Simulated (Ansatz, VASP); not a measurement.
## One calculation of W, two programs

The input INCAR:

```
PREC = Accurate
ENCUT = 520
EDIFF = 1E-8
ISMEAR = -1
SIGMA = 0.05
LREAL = False
LASPH = True
NELM = 100
ALGO = Normal
ISIF = 2
LWAVE = False
LCHARG = False
LEFG = True
NBANDS = 13
```

Contents of KPOINTS:

```
Automatic mesh
0
Gamma
  14 14 14
```

The input POSCAR:

```
W
1.0
    0.0406000000      2.0503000000      2.0503000000
    2.0503000000      0.0406000000      2.0503000000
    2.0503000000      2.0503000000      0.0406000000
W
1
Direct
    0.0000000000      0.0000000000      0.0000000000
```

Input for Ansatz:

```yaml
crystal:
  lattice:
    - [0.0406, 2.0503, 2.0503]
    - [2.0503, 0.0406, 2.0503]
    - [2.0503, 2.0503, 0.0406]
  atoms:
    - { symbol: W, position: [0.0, 0.0, 0.0] }
kpoints:
  mp_grid: { grid: [14, 14, 14] }
scf:
  occupations: { method: fermi_dirac, width: 0.05 }
hamiltonian:
  xc: lda
  pseudopotentials: { kind: paw }
output:
  forces: true
  stress: true
  eigenvalues: true
  efg: { contact_densities: true }
  write_density: true
  write_potential: true
  elf: true
  volumetric_format: npy
```

Change from the starting cell: equal xy, yz and zx shear strains of +2 %, PAW files.

Alike in both runs: task electric field gradients; functional LDA; k mesh 14 × 14 × 14; occupations fermi-dirac, width 0.05 eV; no spin polarisation.

|  | VASP | Ansatz |
| --- | --- | --- |
| version | VASP 6.6.1 | Ansatz 0.2.0 |
| potentials or method | VASP PAW LDA potentials, release 64 (W_sv) | PAW with Ansatz's default frozen-core files, scalar-relativistic |
| plane-wave cutoff (eV) | 520 | 420 |
| valence electrons in the cell | 14 | 14 |

```tsv
	VASP	Ansatz	Ansatz less VASP
pressure (GPa)	-16.0	-17.4	-1.41
traceless stress, the component that is largest in VASP (GPa)	1.44	1.51	+0.067
size of Vzz on the site where it differs most (V/Å²)	19.8	25.9	+6.11
```

LDA's correlation is that of Perdew and Zunger in VASP and of Perdew and Wang (1992) in Ansatz.

Neither program's run includes spin-orbit coupling.
